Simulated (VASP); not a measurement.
Runs of VASP 6.6.1 on NaI. The structure is that of space group Fm-3m (No. 225), or close to it. The cells are those of the table. 

| cell | k mesh | smearing | gap on the mesh (eV) | pressure (GPa) |
| --- | --- | --- | --- | --- |
| a = 4.527, b = 4.527, c = 4.557 Å, angles 60.2, 60.2, 90.0°, 2 atoms | 6 × 6 × 6 | gaussian 0.01 eV | 4.49 | (b) |
| a = 4.573 Å, angles 60.0, 60.0, 90.0°, 2 atoms | 6 × 6 × 6 | gaussian 0.01 eV | 4.45 | -0.1 |
| a = 4.596, b = 4.596, c = 4.577 Å, angles 59.9, 59.9, 90.0°, 2 atoms | 6 × 6 × 6 | gaussian 0.01 eV | 4.42 | -0.2 |
| a = 4.550, b = 4.550, c = 4.568 Å, angles 60.1, 60.1, 90.0°, 2 atoms | 6 × 6 × 6 | gaussian 0.01 eV | (a) | 0.0 |
| a = 4.618, b = 4.618, c = 4.582 Å, angles 59.7, 59.7, 90.0°, 2 atoms | 6 × 6 × 6 | gaussian 0.01 eV | 4.40 | -0.3 |
| a = 4.573 Å, angles 60.0, 60.0, 90.0°, 2 atoms | 10 × 10 × 10 | fermi-dirac 0.08 eV | 4.45 | -0.1 |
| a = 4.527, b = 4.527, c = 4.564 Å, angles 60.3, 60.3, 90.0°, 2 atoms | 6 × 6 × 6 | gaussian 0.01 eV | 4.48 | 0.1 |
| a = 4.481, b = 4.481, c = 4.545 Å, angles 60.5, 60.5, 90.0°, 2 atoms | 6 × 6 × 6 | gaussian 0.01 eV | 4.53 | 0.5 |
| a = 4.481, b = 4.481, c = 4.555 Å, angles 60.5, 60.5, 90.0°, 2 atoms | 6 × 6 × 6 | gaussian 0.01 eV | 4.52 | 0.4 |

Alike in all rows: task single point; level r2SCAN; potentials or basis VASP PAW PBE potentials, release 64 (Na_pv, I); no spin polarisation; cutoff (eV) 520.

**Question.** Estimate the missing entries.

**Answer.** (a) 4.46; (b) 0.2.

Caveats: the PAW data sets were made with another functional, which shifts forces and pressure a little; spin-orbit coupling is left out, which moves the levels of the heavy elements.

A k mesh can miss the band edges, and the runs leave out spin-orbit coupling on I.
